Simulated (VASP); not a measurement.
Here is a VASP 6.6.1 calculation.

Contents of INCAR:

```
SYSTEM = HfS4
PREC = Accurate
ENCUT = 520
EDIFF = 1E-6
ISMEAR = -1
SIGMA = 0.1
LREAL = .False.
LASPH = .True.
NELM = 100
ALGO = Normal
ISIF = 2
LWAVE = .False.
LCHARG = .True.
GGA = CA
LELF = .True.
LVHAR = .True.
NBANDS = 45
```

File KPOINTS:

```
Automatic mesh
0
Gamma
  4 4 4
  0 0 0
```

Contents of POSCAR:

```
HfS4
1.0
   -3.8631610000      3.8631610000      3.4918300000
    3.8631610000     -3.8631610000      3.4918300000
    3.8631610000      3.8631610000     -3.4918300000
Hf S
2 8
Direct
    0.1250000000      0.8750000000      0.2500000000
    0.8750000000      0.1250000000      0.7500000000
    0.3540000000      0.7960000000      0.5580000000
    0.7960000000      0.7380000000      0.4420000000
    0.7380000000      0.7960000000      0.9420000000
    0.7960000000      0.3540000000      0.0580000000
    0.6460000000      0.2040000000      0.4420000000
    0.2040000000      0.6460000000      0.9420000000
    0.2620000000      0.2040000000      0.0580000000
    0.2040000000      0.2620000000      0.5580000000
```

Potentials or basis: VASP PAW LDA potentials, release 64 (Hf_pv, S).

Command:

```sh
$ cat potpaw_LDA.64/Hf_pv/POTCAR potpaw_LDA.64/S/POTCAR > POTCAR
$ mpirun -np 1 vasp_std > vasp.out
```

Q: Predict the pressure.

A: -4.5 GPa.

Q: What does it give for the largest force?

A: 0.461 eV/Å.

Q: Estimate the band gap on the k mesh.

A: Zero (bands 34 and 35 overlap by 0.99 eV).

Forces in eV/Å, atoms in the order of the input:
```
Hf   0.000  0.000  0.000
Hf   0.000  0.000  0.000
S    0.000  0.455  0.072
S   -0.455  0.000  0.072
S    0.000 -0.455  0.072
S    0.455  0.000  0.072
S    0.000 -0.455 -0.072
S   -0.455  0.000 -0.072
S    0.000  0.455 -0.072
S    0.455  0.000 -0.072
```

Caveat: the cell stands under tension; spin-orbit coupling is left out, which moves the levels of the heavy elements.
